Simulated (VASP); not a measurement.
A run of VASP 6.6.1 is set up as follows.

Contents of INCAR:

```
  PREC = Accurate
  ENCUT = 520
  EDIFF = 1E-7
  ISMEAR = 0
  SIGMA = 0.1
  LREAL = False
  LASPH = True
  NELM = 60
  ALGO = Fast
  ISIF = 2
  LWAVE = False
  LCHARG = False
  GGA = PE
  NBANDS = 35
```

The input KPOINTS:

```
regular mesh
0
Gamma
  10 10 6
```

Contents of POSCAR:

```
Hf3Si2W
1.0
    3.8309479214      0.0000000000      0.0000000000
    0.0000000000      3.8309479214      0.0000000000
    0.0000000000      0.0000000000      7.3721183947
Hf Si W
3 2 1
Direct
    0.5000000000      0.5000000000      0.0000000000
    0.0000000000      0.5000000000      0.3630374167
    0.5000000000      0.0000000000      0.6369625833
    0.0000000000      0.5000000000      0.7364252286
    0.5000000000      0.0000000000      0.2635747714
    0.0000000000      0.0000000000      0.0000000000
```

Potentials or basis: VASP PAW PBE potentials, release 64 (Hf_pv, Si, W_sv).

Run with:

```sh
$ cat potpaw_PBE.64/Hf_pv/POTCAR potpaw_PBE.64/Si/POTCAR potpaw_PBE.64/W_sv/POTCAR > POTCAR
$ mpirun -np 1 vasp_std > vasp.out
```

**Question.** Estimate the band gap on the k mesh.

**Answer.** Zero (bands 26 and 27 overlap by 1.27 eV).

**Question.** Predict the pressure.

**Answer.** -0.2 GPa.

Forces on the atoms (eV/Å):
```
Hf   0.000  0.000  0.000
Hf   0.000  0.000 -0.006
Hf   0.000  0.000  0.006
Si   0.000  0.000 -0.006
Si   0.000  0.000  0.006
W    0.000  0.000  0.000
```

Caveat: spin-orbit coupling is left out, which moves the levels of the heavy elements.
